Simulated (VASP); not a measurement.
# C (a cell with a defect) in VASP: single point with PBE

Aim: the single point of C (a cell with a defect) with PBE.

Program: VASP 6.6.1. These are calculated values, not measurements. Logs are shortened: lines on timing, memory, paths and dates and some standing lists are left out, and cuts for length are marked.

## (1) The cell of the first run

The cell holds a defect, 63 atoms: a = 7.140 Å, b = 7.140 Å, c = 7.140 Å, α = 90.00°, β = 90.00°, γ = 90.00°.

## (2) Single point, PBE

INCAR reads:

```
SYSTEM = C
  PREC = Accurate
  ENCUT = 520
  EDIFF = 1E-6
  ISMEAR = 0
  SIGMA = 0.05
  LREAL = Auto
  LASPH = .TRUE.
  NELM = 60
  ALGO = Normal
  ISIF = 2
  LWAVE = .FALSE.
  LCHARG = .FALSE.
  GGA = PE
  NBANDS = 163
  NELECT = 254.0
```

KPOINTS reads:

```
Automatic mesh
0
G
  2 2 2
  0 0 0
```

POSCAR reads:

```
C
1.0
    7.1400000000      0.0000000000      0.0000000000
    0.0000000000      7.1400000000      0.0000000000
    0.0000000000      0.0000000000      7.1400000000
C
63
Direct
    0.5012714286      0.0018684874      0.0029652661
    0.6274648459      0.1285691877      0.1293512605
    0.7505501401      0.2509857143      0.0001147059
    0.8745445378      0.3750714286      0.1257544818
    0.7534428571      0.0076135854      0.2579191877
    0.8903476190      0.1241243697      0.3764876751
   -0.0003422969      0.0003932773     -0.0000998599
    0.1265599440      0.1257112045      0.1239180672
    0.2485273109      0.2499023810     -0.0010827731
    0.3745030812      0.3756271709      0.1240637255
    0.4996221289      0.5003788515     -0.0006035014
    0.6250533613      0.6274019608      0.1242040616
    0.7489477591      0.7503362745      0.0002415966
    0.8750446779      0.8767682073      0.1263376751
    0.2518796919      0.0012215686      0.2511438375
    0.3780287115      0.1266127451      0.3769519608
    0.5039763305      0.2546103641      0.2548422969
    0.6178313725      0.3887852941      0.3713047619
    0.7474365546      0.5013981793      0.2506700280
    0.8741941176      0.6252924370      0.3731669468
    0.5018742297      0.0024550420      0.5048282913
    0.6151193277      0.1163819328      0.6361113445
    0.8696641457      0.3610847339      0.6041698880
    0.7467029412      0.0005099440      0.7500039216
    0.8736725490      0.1242441176      0.8734226891
   -0.0017246499      0.4989815126     -0.0020354342
    0.1244134454      0.6251215686      0.1238630252
    0.2497837535      0.7502648459      0.0000656863
    0.3760043417      0.8764957983      0.1263732493
    0.0025976190      0.2490645658      0.2505967787
    0.1271750700      0.3751959384      0.3722694678
    0.2508732493      0.5010798319      0.2490550420
    0.3736502801      0.6276915966      0.3759429972
    0.5010372549      0.7527752101      0.2515567227
    0.6265908964      0.8788560224      0.3780375350
    0.0029154062      0.0000256303      0.4989939776
    0.1269340336      0.1228514006      0.6249890756
    0.2516119048      0.2502498599      0.5000394958
    0.3758193277      0.3747063025      0.6245868347
    0.4997893557      0.5018560224      0.4978450980
    0.6238033613      0.6251640056      0.6247403361
    0.7503338936      0.7508840336      0.5005575630
    0.8745361345      0.8757379552      0.6249394958
    0.2503852941     -0.0008738095      0.7510071429
    0.3739284314      0.1258878151      0.8775453782
    0.5001997199      0.2472162465      0.7501271709
    0.6242872549      0.3744530812      0.8735431373
    0.7470323529      0.4940564426      0.7424602241
    0.8729383754      0.6224631653      0.8721299720
   -0.0000462185      0.7508137255      0.2498338936
    0.1268089636      0.8738487395      0.3757806723
   -0.0043543417      0.4938463585      0.4948508403
    0.1213872549      0.6214528011      0.6228526611
    0.2479176471      0.7484050420      0.4999805322
    0.3729985994      0.8729950980      0.6254226891
   -0.0050225490      0.2461004202      0.7415525210
    0.1214222689      0.3732829132      0.8711831933
    0.2478019608      0.4982746499      0.7481847339
    0.3735354342      0.6244169468      0.8744343137
    0.4991238095      0.7497971989      0.7506067227
    0.6250544818      0.8743915966      0.8775028011
   -0.0019278711      0.7480922969      0.7486759104
    0.1241215686      0.8740470588      0.8748371148
```

Potentials or basis: VASP PAW PBE potentials, release 64 (C).

Started as:

```bash
> cat potpaw_PBE.64/C/POTCAR > POTCAR
> mpirun -np 1 vasp_std > vasp.out
```

OUTCAR:

```text
SYSTEM = C
   PREC = Accurate
   ENCUT = 520
   EDIFF = 1E-6
   ISMEAR = 0
   LREAL = Auto
   LASPH = .TRUE.
   NELM = 60
   ISIF = 2
   GGA = PE
   NELECT = 254.0

 ion  position               nearest neighbor table
   1  0.501  0.002  0.003-  29 1.54  61 1.55  45 1.55   2 1.56
   2  0.627  0.129  0.129-   3 1.55  17 1.55   5 1.55   1 1.56
   3  0.751  0.251  0.000-   4 1.54   2 1.55  47 1.55  25 1.55
   4  0.875  0.375  0.126-   3 1.54  26 1.55  19 1.56  30 1.56
   5  0.753  0.008  0.258-   6 1.54   2 1.55  35 1.55  14 1.58
   6  0.890  0.124  0.376-  36 1.48  30 1.50   5 1.54
   7  1.000  0.000  1.000-  14 1.54  63 1.55   8 1.55  25 1.55
   8  0.127  0.126  0.124-   9 1.53  30 1.54   7 1.55  15 1.55
   9  0.249  0.250  0.999-  45 1.53   8 1.53  10 1.55  57 1.56
  10  0.375  0.376  0.124-  32 1.54  11 1.54   9 1.55  17 1.57
  11  0.500  0.500  0.999-  10 1.54  59 1.55  47 1.55  12 1.56
  12  0.625  0.627  0.124-  13 1.53  19 1.55  34 1.55  11 1.56
  13  0.749  0.750  0.000-  61 1.53  12 1.53  14 1.56  49 1.57
  14  0.875  0.877  0.126-  50 1.54   7 1.54  13 1.56   5 1.58
  15  0.252  0.001  0.251-  29 1.54   8 1.55  51 1.55  16 1.56
  16  0.378  0.127  0.377-  38 1.54  21 1.55  17 1.55  15 1.56
  17  0.504  0.255  0.255-  18 1.51   2 1.55  16 1.55  10 1.57
[... 44 lines left out ...]
  62  0.998  0.748  0.749-  49 1.54  43 1.55  53 1.55  63 1.56
  63  0.124  0.874  0.875-  28 1.54  44 1.55   7 1.55  62 1.56

  LATTYP: Found a simple cubic cell.
 ALAT       =     7.1400000000

  Lattice vectors:

 A1 = (   7.1400000000,   0.0000000000,   0.0000000000)
 A2 = (   0.0000000000,   7.1400000000,   0.0000000000)
 A3 = (   0.0000000000,   0.0000000000,   7.1400000000)

Analysis of symmetry for initial positions (statically):
=====================================================================
 Subroutine PRICEL returns:
 Original cell was already a primitive cell.

 Routine SETGRP: Setting up the symmetry group for a
 simple cubic supercell.

 Subroutine GETGRP returns: Found  1 space group operations
 (whereof  1 operations were pure point group operations)
 out of a pool of 48 trial point group operations.

The static configuration has the point symmetry C_1 .

Analysis of symmetry for dynamics (positions and initial velocities):
=====================================================================
 Subroutine PRICEL returns:
 Original cell was already a primitive cell.

 Routine SETGRP: Setting up the symmetry group for a
 simple cubic supercell.

 Subroutine GETGRP returns: Found  1 space group operations
 (whereof  1 operations were pure point group operations)
 out of a pool of 48 trial point group operations.

The dynamic configuration has the point symmetry C_1 .

 Subroutine INISYM returns: Found  1 space group operations
 (whereof  1 operations are pure point group operations),
 and found     1 'primitive' translations

----------------------------------------------------------------------------------------

                                     Primitive cell

  volume of cell :     363.9943

  direct lattice vectors                    reciprocal lattice vectors
     7.140000000  0.000000000  0.000000000     0.140056022  0.000000000  0.000000000
     0.000000000  7.140000000  0.000000000     0.000000000  0.140056022  0.000000000
     0.000000000  0.000000000  7.140000000     0.000000000  0.000000000  0.140056022

  length of vectors
     7.140000000  7.140000000  7.140000000     0.140056022  0.140056022  0.140056022

  position of ions in fractional coordinates (direct lattice)
     0.501271429  0.001868487  0.002965266
     0.627464846  0.128569188  0.129351261
     0.750550140  0.250985714  0.000114706
     0.874544538  0.375071429  0.125754482
     0.753442857  0.007613585  0.257919188
     0.890347619  0.124124370  0.376487675
[... 55 lines left out ...]
     0.998072129  0.748092297  0.748675910
     0.124121569  0.874047059  0.874837115

  ion indices of the primitive-cell ions
   primitive index   ion index
                 1           1
                 2           2
                 3           3
                 4           4
                 5           5
                 6           6
[... 55 lines left out ...]
                62          62
                63          63

----------------------------------------------------------------------------------------

 KPOINTS: Automatic mesh

Automatic generation of k-mesh.
 Grid dimensions read from file:
 generate k-points for:    2    2    2

 Generating k-lattice:

  Cartesian coordinates                     Fractional coordinates (reciprocal lattice)
     0.070028011  0.000000000  0.000000000     0.500000000  0.000000000  0.000000000
     0.000000000  0.070028011  0.000000000     0.000000000  0.500000000  0.000000000
     0.000000000  0.000000000  0.070028011     0.000000000  0.000000000  0.500000000

  Length of vectors
     0.070028011  0.070028011  0.070028011

  Shift w.r.t. Gamma in fractional coordinates (k-lattice)
     0.000000000  0.000000000  0.000000000

 Subroutine IBZKPT returns following result:
 ===========================================

 Found      8 irreducible k-points:

 Following reciprocal coordinates:
            Coordinates               Weight
  0.000000  0.000000  0.000000      1.000000
  0.500000  0.000000  0.000000      1.000000
  0.000000  0.500000  0.000000      1.000000
  0.000000  0.000000  0.500000      1.000000
  0.500000  0.500000  0.000000      1.000000
  0.000000  0.500000  0.500000      1.000000
  0.500000  0.000000  0.500000      1.000000
  0.500000  0.500000  0.500000      1.000000
   k-points           NKPTS =      8   k-points in BZ     NKDIM =      8   number of bands    NBANDS=    163
   number of dos      NEDOS =    301   number of ions     NIONS =     63
   total plane-waves  NPLWV = 157464
   dimension x,y,z NGX =    54 NGY =   54 NGZ =   54
   dimension x,y,z NGXF=   108 NGYF=  108 NGZF=  108
   ions per type =              63
   NGX,Y,Z   is equivalent  to a cutoff of  12.57, 12.57, 12.57 a.u.
   NGXF,Y,Z  is equivalent  to a cutoff of  25.15, 25.15, 25.15 a.u.
 SYSTEM =  C
   PREC   = accura    normal or accurate (medium, high low for compatibility)
   ISTART =      0    job   : 0-new  1-cont  2-samecut
   ICHARG =      2    charge: 1-file 2-atom 10-const
   ISPIN  =      1    spin polarized calculation?
   LNONCOLLINEAR =      F non collinear calculations
   LSORBIT =      F    spin-orbit coupling
   LASPH  =      T    aspherical Exc in radial PAW
   ENCUT  =  520.0 eV  38.22 Ry    6.18 a.u.  13.28 13.28 13.28*2*pi/ulx,y,z
   NELM   =     60;   NELMIN=  2; NELMDL= -5     # of ELM steps
   EDIFF  = 0.1E-05   stopping-criterion for ELM
   LREAL  =      T    real-space projection
   EDIFFG = 0.1E-04   stopping-criterion for IOM
   NSW    =      0    number of steps for IOM
   IBRION =     -1    ionic relax: 0-MD 1-quasi-New 2-CG
   NFREE  =      0    steps in history (QN), initial steepest desc. (CG)
   ISIF   =      2    stress and relaxation
   ISYM   =      2    0-nonsym 1-usesym 2-fastsym
   POTIM  = 0.5000    time-step for ionic-motion
   TEBEG  =    0.0;   TEEND  =   0.0 temperature during run
   PSTRESS=    0.0 pullay stress
   NELECT =     254.0000    total number of electrons
   NUPDOWN=      -1.0000    fix difference up-down
   EMIN   =  10.00;   EMAX   =-10.00  energy-range for DOS
   EFERMI =   0.00;   METHOD = LEGACY
   ISMEAR =     0;   SIGMA  =   0.05  broadening in eV -4-tet -1-fermi 0-gaus
   EFERMI_NEDOS =   21; number of points for ismear=-14 and -15
   IALGO  =     38    algorithm
   IMIX   =      4    mixing-type and parameters
     AMIX     =   0.40;   BMIX     =  1.00
     AMIX_MAG =   1.60;   BMIX_MAG =  1.00
  volume/ion in A,a.u.               =       5.78        38.99
  Fermi-wavevector in a.u.,A,eV,Ry     =   1.452071  2.744016 28.688024  2.108510
  Thomas-Fermi vector in A             =   2.569495
   LORBIT       =      0    0 simple, 1 ext, 2 COOP (PROOUT), +10 PAW based schemes
   GGA     = PE    functional components
   LHFCALC =     F    Hartree Fock is set to
   AEXX    =    0.0000 exact exchange contribution
   IVDW    =     0    specifies the selected vdW correction
   LEPSILON=     F    determine dielectric tensor
   LRPA    =     F    only Hartree local field effects (RPA)
 non-spin polarized calculation
 Gauss-broadening in eV      SIGMA  =   0.05
  energy-cutoff  :      520.00
  volume of cell :      363.99
 maximum number of plane-waves:      9808
 NGX is ok and might be reduce to    54
   NGX = 27   NGY = 27   NGZ = 27

 number of electron     253.9999996 magnetization

 Free energy of the ion-electron system (eV)
  ---------------------------------------------------
  ext. energy  EPLUGINS =         0.00000000
  ---------------------------------------------------
  free energy    TOTEN  =      -542.81378825 eV

  energy without entropy =     -542.80398933  energy(sigma->0) =     -542.80888879

 E-fermi :  11.9275     XC(G=0): -13.2000

 val. band max:       11.9113508409   @ k =   0.5000   0.5000   0.5000
 cond. band min:      11.9451732749   @ k =   0.5000   0.5000   0.0000
 fundamental gap:      0.0338224340
 Fermi energy:        11.9275369787

 k-point     1 :       0.0000    0.0000    0.0000
  band No.  band energies     occupation
      1     -12.0170      2.00000
      2      -9.8446      2.00000
      3      -9.8318      2.00000
      4      -9.7773      2.00000
      5      -9.7640      2.00000
      6      -9.7017      2.00000
[... 1125 lines left out ...]
    138      15.4000      0.00000
    139      15.4044      0.00000
 [bands above 139 left out]

------------------------ aborting loop because EDIFF is reached ----------------------------------------

  FORCE on cell =-STRESS in cart. coord.  units (eV):
  Direction    XX          YY          ZZ          XY          YZ          ZX
  --------------------------------------------------------------------------------------
  -------------------------------------------------------------------------------------
  Total       36.8654314     31.1787891     23.5051408     -3.7463403     -7.4075450     -5.3302602
  in kB      162.2688909    137.2382561    103.4615081    -16.4900955    -32.6054537    -23.4619637
  external PRESSURE =     134.3228850 kB  Pullay stress =       0.0000000 kB

 VOLUME and BASIS-vectors are now :
 -----------------------------------------------------------------------------
  energy-cutoff  :      520.00
  volume of cell :      363.99
      direct lattice vectors                 reciprocal lattice vectors
     7.140000000  0.000000000  0.000000000     0.140056022  0.000000000  0.000000000
     0.000000000  7.140000000  0.000000000     0.000000000  0.140056022  0.000000000
     0.000000000  0.000000000  7.140000000     0.000000000  0.000000000  0.140056022

 POSITION                                       TOTAL-FORCE (eV/Angst)
 -----------------------------------------------------------------------------------
      3.57908      0.01334      0.02117        -0.006801     -0.014090     -0.034579
      4.48010      0.91798      0.92357        -0.017882     -0.047815     -0.025855
      5.35893      1.79204      0.00082        -0.030423     -0.048131     -0.005630
      6.24425      2.67801      0.89789        -0.025707     -0.038734      0.051643
      5.37958      0.05436      1.84154         0.024031     -0.143352     -0.114247
      6.35708      0.88625      2.68812        -0.134748     -0.574262     -0.386966
[... 55 lines left out ...]
      7.12624      5.34138      5.34555         0.031383      0.038464     -0.013777
      0.88623      6.24070      6.24634        -0.003549      0.030851     -0.007309
 -----------------------------------------------------------------------------------
    total drift:                                0.061051      0.001838     -0.011340

  FREE ENERGIE OF THE ION-ELECTRON SYSTEM (eV)
  ---------------------------------------------------
  free  energy   TOTEN  =      -542.8137882486 eV

  energy  without entropy=     -542.8039893312  energy(sigma->0) =     -542.80888879
```

Run time: 16 min. Hardware: 1 thread of Intel Xeon Platinum 8259CL at 2.50GHz (Skylake/Cascade Lake), shared host; peak memory 0.57 GiB.

What came out:

```
Free energy   : -542.8138 eV
Largest force : 2.752 eV/Å
```

Forces on the atoms (eV/Å):
```
C   -0.007 -0.014 -0.035
C   -0.018 -0.048 -0.026
C   -0.030 -0.048 -0.006
C   -0.026 -0.039  0.052
C    0.024 -0.143 -0.114
C   -0.135 -0.574 -0.387
C   -0.020  0.009 -0.046
C   -0.041  0.000  0.006
C   -0.013  0.017  0.000
C   -0.042 -0.052 -0.054
C    0.049 -0.030 -0.052
C   -0.004 -0.069  0.002
C    0.030 -0.083 -0.086
C   -0.046 -0.107 -0.113
C   -0.039 -0.012 -0.013
C   -0.073 -0.051 -0.055
C   -0.117 -0.030 -0.072
C   -0.419 -0.126 -0.144
C    0.004 -0.160  0.126
C   -0.013 -0.029  0.076
C   -0.115 -0.096 -0.052
C   -0.327 -0.209 -0.213
C    1.086  1.746  1.830
C    0.021  0.073 -0.164
C   -0.043  0.062 -0.042
C    0.014 -0.013  0.052
C   -0.018 -0.024  0.014
C    0.004  0.004 -0.003
C   -0.011 -0.017 -0.029
C   -0.157 -0.048  0.104
C   -0.084 -0.041  0.107
C   -0.050 -0.030  0.003
C   -0.040 -0.006 -0.021
C   -0.009 -0.040 -0.025
C   -0.042 -0.055 -0.068
C   -0.114 -0.002 -0.055
C   -0.084  0.077 -0.076
C   -0.040 -0.016 -0.022
C   -0.032  0.021  0.002
C   -0.065 -0.061 -0.026
C    0.037 -0.082 -0.123
C   -0.023 -0.015 -0.044
C    0.007  0.001 -0.022
C   -0.049  0.028 -0.029
C   -0.026 -0.023 -0.030
C   -0.017 -0.013 -0.112
C    0.042 -0.111 -0.079
C    0.345 -0.270 -0.283
C    0.046  0.002  0.016
C   -0.018 -0.040 -0.002
C   -0.003 -0.023 -0.004
C    0.202  0.262  0.300
C    0.181  0.191 -0.018
C    0.030  0.038  0.004
C   -0.027 -0.032 -0.072
C    0.046  0.302  0.085
C    0.111  0.007  0.134
C    0.049  0.033  0.020
C    0.041 -0.001 -0.001
C    0.055 -0.052 -0.028
C   -0.014 -0.006 -0.063
C    0.031  0.038 -0.014
C   -0.004  0.031 -0.007
```

Caveat: the k points lie up to 0.44 Å⁻¹ apart; the cell carries a net charge on a neutralising background, which shifts energy and pressure; the cell is charged against a uniform background, so pressure and absolute levels hang on convention.
